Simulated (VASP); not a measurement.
# C in VASP: a series of runs

C is run at these levels: PBE; tasks: relaxation of the atoms, single point.

Everything below comes from runs of VASP 6.6.1. Logs are shortened: lines on timing, memory, paths and dates and some standing lists are left out, and cuts for length are marked.

## 1. The cell of the first run

The cell holds a slab with vacuum, 16 atoms: a = 2.522 Å, b = 2.522 Å, c = 31.930 Å, α = 90.00°, β = 90.00°, γ = 120.00°.

## 2. Relaxation of the atoms, PBE

Input file INCAR:

```
PREC     = Accurate       # precision mode
ENCUT    = 520            # plane-wave cutoff, eV
EDIFF    = 1E-6           # SCF threshold, eV
ISMEAR   = 0              # smearing method
SIGMA    = 0.1            # smearing width, eV
LREAL    = Auto         
LASPH    = T              # aspherical terms in the spheres
NELM     = 100            # most SCF steps
ALGO     = Normal         # electronic algorithm
ISIF     = 2              # what is computed and relaxed
LWAVE    = F              # write WAVECAR
LCHARG   = F              # write CHGCAR
LDIPOL   = T            
IDIPOL   = 3            
DIPOL    = 0.5 0.5 0.500
GGA      = PE             # functional
IBRION   = 2              # ionic algorithm
NSW      = 60             # ionic steps
EDIFFG   = -0.04          # ionic threshold
```

Input file KPOINTS:

```
Automatic mesh
0
Gamma
  12 12 1
```

Input file POSCAR:

```
C
1.0
    2.5220988400      0.0000000000      0.0000000000
   -1.2610494200      2.1842016700      0.0000000000
    0.0000000000      0.0000000000     31.9297438605
C
16
Selective dynamics
Direct
    0.3333333300      0.6666666700      0.2662094640  F F F
    0.0000000000      0.0000000000      0.2823329468  F F F
    0.0000000000      0.0000000000      0.3307034053  F F F
    0.6666666700      0.3333333300      0.3468268881  F F F
    0.6666666700      0.3333333300      0.3951973467  F F F
    0.0000000000      0.0000000000      0.4113208294  F F F
    0.0000000000      0.0000000000      0.4596912880  F F F
    0.3333333300      0.6666666700      0.4758147707  F F F
    0.3333333300      0.6666666700      0.5241852293  T T T
    0.0000000000      0.0000000000      0.5403087120  T T T
    0.0000000000      0.0000000000      0.5886791706  T T T
    0.6666666700      0.3333333300      0.6048026533  T T T
    0.6666666700      0.3333333300      0.6531731119  T T T
    0.0000000000      0.0000000000      0.6692965947  T T T
    0.0000000000      0.0000000000      0.7176670532  T T T
    0.3333333300      0.6666666700      0.7337905360  T T T
```

Potentials or basis: VASP PAW PBE potentials, release 64 (C).

On the command line:

```bash
> cat potpaw_PBE.64/C/POTCAR > POTCAR
> mpirun -np 1 vasp_std > vasp.out
```

OUTCAR:

```text
PREC = Accurate
   ENCUT = 520
   EDIFF = 1E-6
   ISMEAR = 0
   LREAL = Auto
   LASPH = T
   NELM = 100
   ISIF = 2
   GGA = PE
   IBRION = 2
   NSW = 60
   EDIFFG = -0.04

 ion  position               nearest neighbor table
   1  0.333  0.667  0.266-   2 1.54   2 1.54   2 1.54
   2  0.000  0.000  0.282-   3 1.54   1 1.54   1 1.54   1 1.54
   3  0.000  0.000  0.331-   2 1.54   4 1.54   4 1.54   4 1.54
   4  0.667  0.333  0.347-   5 1.54   3 1.54   3 1.54   3 1.54
   5  0.667  0.333  0.395-   4 1.54   6 1.54   6 1.54   6 1.54
   6  0.000  0.000  0.411-   7 1.54   5 1.54   5 1.54   5 1.54
   7  0.000  0.000  0.460-   6 1.54   8 1.54   8 1.54   8 1.54
   8  0.333  0.667  0.476-   9 1.54   7 1.54   7 1.54   7 1.54
   9  0.333  0.667  0.524-   8 1.54  10 1.54  10 1.54  10 1.54
  10  0.000  0.000  0.540-  11 1.54   9 1.54   9 1.54   9 1.54
  11  0.000  0.000  0.589-  10 1.54  12 1.54  12 1.54  12 1.54
  12  0.667  0.333  0.605-  13 1.54  11 1.54  11 1.54  11 1.54
  13  0.667  0.333  0.653-  12 1.54  14 1.54  14 1.54  14 1.54
  14  0.000  0.000  0.669-  15 1.54  13 1.54  13 1.54  13 1.54
  15  0.000  0.000  0.718-  14 1.54  16 1.54  16 1.54  16 1.54
  16  0.333  0.667  0.734-  15 1.54  15 1.54  15 1.54

  LATTYP: Found a hexagonal cell.
 ALAT       =     2.5220988400
 C/A-ratio  =    12.6599891147

  Lattice vectors:

 A1 = (   2.5220988400,   0.0000000000,   0.0000000000)
 A2 = (  -1.2610494200,   2.1842016700,   0.0000000000)
 A3 = (   0.0000000000,   0.0000000000,  31.9297438605)

Analysis of symmetry for initial positions (statically):
=====================================================================
 Subroutine PRICEL returns:
 Original cell was already a primitive cell.

 Routine SETGRP: Setting up the symmetry group for a
 hexagonal supercell.

 Subroutine GETGRP returns: Found 12 space group operations
 (whereof 12 operations were pure point group operations)
 out of a pool of 24 trial point group operations.

The static configuration has the point symmetry D_3h.

Analysis of symmetry for dynamics (positions and initial velocities):
=====================================================================
 Subroutine PRICEL returns:
 Original cell was already a primitive cell.

 Routine SETGRP: Setting up the symmetry group for a
 hexagonal supercell.

 Subroutine GETGRP returns: Found 12 space group operations
 (whereof 12 operations were pure point group operations)
 out of a pool of 24 trial point group operations.

The dynamic configuration has the point symmetry D_3h.

Analysis of constrained symmetry for selective dynamics:
=====================================================================
 Subroutine PRICEL returns:
 Original cell was already a primitive cell.

 Routine SETGRP: Setting up the symmetry group for a
 hexagonal supercell.

 Subroutine GETGRP returns: Found  6 space group operations
 (whereof  6 operations were pure point group operations)
 out of a pool of 24 trial point group operations.

The constrained configuration has the point symmetry C_3v.

 Subroutine INISYM returns: Found  6 space group operations
 (whereof  6 operations are pure point group operations),
 and found     1 'primitive' translations

----------------------------------------------------------------------------------------

                                     Primitive cell

  volume of cell :     175.8937

  direct lattice vectors                    reciprocal lattice vectors
     2.522098840  0.000000000  0.000000000     0.396495167  0.228916591  0.000000000
    -1.261049420  2.184201670  0.000000000     0.000000000  0.457833182  0.000000000
     0.000000000  0.000000000 31.929743861     0.000000000  0.000000000  0.031318760

  length of vectors
     2.522098840  2.522098843 31.929743861     0.457833182  0.457833182  0.031318760

  position of ions in fractional coordinates (direct lattice)
     0.333333330  0.666666670  0.266209464
     0.000000000  0.000000000  0.282332947
     0.000000000  0.000000000  0.330703405
     0.666666670  0.333333330  0.346826888
     0.666666670  0.333333330  0.395197347
     0.000000000  0.000000000  0.411320829
[... 8 lines left out ...]
     0.000000000  0.000000000  0.717667053
[... 53 lines left out ...]
  0.333333 -0.000000  0.000000      6.000000
  0.416667  0.000000  0.000000      6.000000
[... 11 lines left out ...]
  0.333333  0.250000  0.000000     12.000000
  0.333333  0.333333  0.000000      2.000000
   k-points           NKPTS =     19   k-points in BZ     NKDIM =     19   number of bands    NBANDS=     41
   number of dos      NEDOS =    301   number of ions     NIONS =     16
   total plane-waves  NPLWV =  96000
   dimension x,y,z NGX =    20 NGY =   20 NGZ =  240
   dimension x,y,z NGXF=    40 NGYF=   40 NGZF=  480
   ions per type =              16
   NGX,Y,Z   is equivalent  to a cutoff of  13.18, 13.18, 12.50 a.u.
   NGXF,Y,Z  is equivalent  to a cutoff of  26.37, 26.37, 24.99 a.u.
 SYSTEM =  unknown system
   PREC   = accura    normal or accurate (medium, high low for compatibility)
   ISTART =      0    job   : 0-new  1-cont  2-samecut
   ICHARG =      2    charge: 1-file 2-atom 10-const
   ISPIN  =      1    spin polarized calculation?
   LNONCOLLINEAR =      F non collinear calculations
   LSORBIT =      F    spin-orbit coupling
   LASPH  =      T    aspherical Exc in radial PAW
   ENCUT  =  520.0 eV  38.22 Ry    6.18 a.u.   4.69  4.69 59.37*2*pi/ulx,y,z
   NELM   =    100;   NELMIN=  2; NELMDL= -5     # of ELM steps
   EDIFF  = 0.1E-05   stopping-criterion for ELM
   LREAL  =      T    real-space projection
   EDIFFG = -.4E-01   stopping-criterion for IOM
   NSW    =     60    number of steps for IOM
   IBRION =      2    ionic relax: 0-MD 1-quasi-New 2-CG
   NFREE  =      1    steps in history (QN), initial steepest desc. (CG)
   ISIF   =      2    stress and relaxation
   ISYM   =      2    0-nonsym 1-usesym 2-fastsym
   POTIM  = 0.5000    time-step for ionic-motion
   TEBEG  =    0.0;   TEEND  =   0.0 temperature during run
   PSTRESS=    0.0 pullay stress
   NELECT =      64.0000    total number of electrons
   NUPDOWN=      -1.0000    fix difference up-down
   EMIN   =  10.00;   EMAX   =-10.00  energy-range for DOS
   EFERMI =   0.00;   METHOD = LEGACY
   ISMEAR =     0;   SIGMA  =   0.10  broadening in eV -4-tet -1-fermi 0-gaus
   EFERMI_NEDOS =   21; number of points for ismear=-14 and -15
   IALGO  =     38    algorithm
   IMIX   =      4    mixing-type and parameters
     AMIX     =   0.40;   BMIX     =  1.00
     AMIX_MAG =   1.60;   BMIX_MAG =  1.00
  volume/ion in A,a.u.               =      10.99        74.19
  Fermi-wavevector in a.u.,A,eV,Ry     =   1.168740  2.208599 18.584935  1.365954
  Thomas-Fermi vector in A             =   2.305223
   LORBIT       =      0    0 simple, 1 ext, 2 COOP (PROOUT), +10 PAW based schemes
   GGA     = PE    functional components
   LHFCALC =     F    Hartree Fock is set to
   AEXX    =    0.0000 exact exchange contribution
   IVDW    =     0    specifies the selected vdW correction
   LEPSILON=     F    determine dielectric tensor
   LRPA    =     F    only Hartree local field effects (RPA)
 conjugate gradient relaxation of ions
 non-spin polarized calculation
 Gauss-broadening in eV      SIGMA  =   0.10
  energy-cutoff  :      520.00
  volume of cell :      175.89
 maximum number of plane-waves:      4799
 NGX is ok and might be reduce to    20
   NGX =  9   NGY =  9   NGZ =119

--------------------------------------- Ionic step        1  -------------------------------------------

 number of electron      63.9999999 magnetization

 Free energy of the ion-electron system (eV)
  ---------------------------------------------------
  ext. energy  EPLUGINS =         0.00000000
  ---------------------------------------------------
  free energy    TOTEN  =      -140.39485408 eV

  energy without entropy =     -140.32297686  energy(sigma->0) =     -140.35891547

------------------------ aborting loop because EDIFF is reached ----------------------------------------

 vacuum level on the upper side and lower side of the slab       (xc-potential included)        -0.270        -0.266

  FORCE on cell =-STRESS in cart. coord.  units (eV):
  Direction    XX          YY          ZZ          XY          YZ          ZX
  --------------------------------------------------------------------------------------
  -------------------------------------------------------------------------------------
  Total       -0.5546739     -0.5546739      2.4639619      0.0000000      0.0000000      0.0000000
  in kB       -5.0524038     -5.0524038     22.4436918      0.0000000      0.0000000      0.0000000
  external PRESSURE =       4.1129614 kB  Pullay stress =       0.0000000 kB
[... 131 lines left out ...]
  FREE ENERGIE OF THE ION-ELECTRON SYSTEM (eV)
  ---------------------------------------------------
  free  energy   TOTEN  =      -140.9137171747 eV

  energy  without entropy=     -140.8666306358  energy(sigma->0) =     -140.89017391

 dipolmoment           0.000000      0.000000      0.016457 electrons x Angstroem

[... ionic steps 4 to 18 ...]

--------------------------------------- Ionic step       19  -------------------------------------------

 number of electron      63.9999998 magnetization

------------------------ aborting loop because EDIFF is reached ----------------------------------------
[... 95 lines left out ...]
--------------------------------------- Ionic step       21  -------------------------------------------

 number of electron      63.9999998 magnetization

 dipolmoment           0.000000      0.000000     -0.028362 electrons x Angstroem

 Free energy of the ion-electron system (eV)
  ---------------------------------------------------
  ext. energy  EPLUGINS =         0.00000000
  ---------------------------------------------------
  free energy    TOTEN  =      -140.93104030 eV

  energy without entropy =     -140.88424951  energy(sigma->0) =     -140.90764491

 E-fermi :   3.1169     XC(G=0):  -7.4134

 val. band max:        3.1157433921   @ k =   0.3333  -0.0000   0.0000
 cond. band min:       3.1287247136   @ k =   0.2500   0.0833   0.0000
 fundamental gap:      0.0129813214
 Fermi energy:         3.1169213378

 k-point     1 :       0.0000    0.0000    0.0000
  band No.  band energies     occupation
      1     -19.7727      2.00000
      2     -19.3210      2.00000
      3     -18.6942      2.00000
      4     -17.9573      2.00000
      5     -17.0339      2.00000
      6     -16.0407      2.00000
[... 825 lines left out ...]
     40      10.6894      0.00000
     41      11.2469      0.00000

------------------------ aborting loop because EDIFF is reached ----------------------------------------

 vacuum level on the upper side and lower side of the slab       (xc-potential included)        -0.671         0.268

  FORCE on cell =-STRESS in cart. coord.  units (eV):
  Direction    XX          YY          ZZ          XY          YZ          ZX
  --------------------------------------------------------------------------------------
  -------------------------------------------------------------------------------------
  Total       -0.4613678     -0.4613678      0.4821295      0.0000000      0.0000000      0.0000000
  in kB       -4.2024985     -4.2024985      4.3916123      0.0000000      0.0000000      0.0000000
  external PRESSURE =      -1.3377949 kB  Pullay stress =       0.0000000 kB
[... 31 lines left out ...]
  FREE ENERGIE OF THE ION-ELECTRON SYSTEM (eV)
  ---------------------------------------------------
  free  energy   TOTEN  =      -140.9310403000 eV

  energy  without entropy=     -140.8842495110  energy(sigma->0) =     -140.90764491

 reached required accuracy - stopping structural energy minimisation

 vacuum level on the upper side and lower side of the slab         7.639         8.595
```

Wall time 28 min (1 thread of Intel Xeon 6975P-C (Granite Rapids), shared host); peak memory 0.33 GiB.

What came out:

```
Free energy               : -140.9310 eV
Energy gained by relaxing : 33.5 meV/atom
Ionic steps               : 21
Band gap on the k mesh    : zero (bands 32 and 33 overlap by 0.24 eV)
```

The path:
| step | energy change (eV) | largest force on free atoms (eV/Å) | pressure (GPa) |
| --- | --- | --- | --- |
| 1 | 0.0000 | 4.6201 | 0.41 |
| 2 | -0.3409 | 2.2140 | 1.20 |
| 3 | -0.5189 | 0.3745 | 0.79 |
| 4 | -0.5188 | 0.3786 | 0.79 |
| 5 | -0.5211 | 0.3918 | 0.73 |
| 6 | -0.5216 | 0.2763 | 0.74 |
| 7 | -0.5240 | 0.1422 | 0.70 |
| 8 | -0.5242 | 0.1790 | 0.68 |
| 9 | -0.5261 | 0.1474 | 0.62 |
| 10 | -0.5268 | 0.3064 | 0.56 |
| 11 | -0.5280 | 0.2790 | 0.51 |
| 12 | -0.5306 | 0.1814 | 0.40 |
| 13 | -0.5327 | 0.2220 | 0.15 |
| 14 | -0.5340 | 0.1311 | 0.10 |
| 15 | -0.5345 | 0.1027 | 0.06 |
| 16 | -0.5344 | 0.1445 | -0.02 |
| 17 | -0.5346 | 0.1142 | 0.01 |
| 18 | -0.5353 | 0.0911 | -0.01 |
| 19 | -0.5355 | 0.1446 | -0.05 |
| 20 | -0.5360 | 0.0743 | -0.10 |
| 21 | -0.5362 | 0.0272 | -0.13 |

Final structure:
```
C
1.0
     2.52210    0.00000    0.00000
    -1.26105    2.18420    0.00000
     0.00000    0.00000   31.92974
C
16
Direct
  0.33333 0.66667 0.26621
  0.00000 0.00000 0.28233
  0.00000 0.00000 0.33070
  0.66667 0.33333 0.34683
  0.66667 0.33333 0.39520
  0.00000 0.00000 0.41132
  0.00000 0.00000 0.45969
  0.33333 0.66667 0.47581
  0.33333 0.66667 0.52511
  0.00000 0.00000 0.54138
  0.00000 0.00000 0.58985
  0.66667 0.33333 0.60601
  0.66667 0.33333 0.65576
  0.00000 0.00000 0.67105
  0.00000 0.00000 0.72402
  0.33333 0.66667 0.73230
```

[end of part 1 of 2]
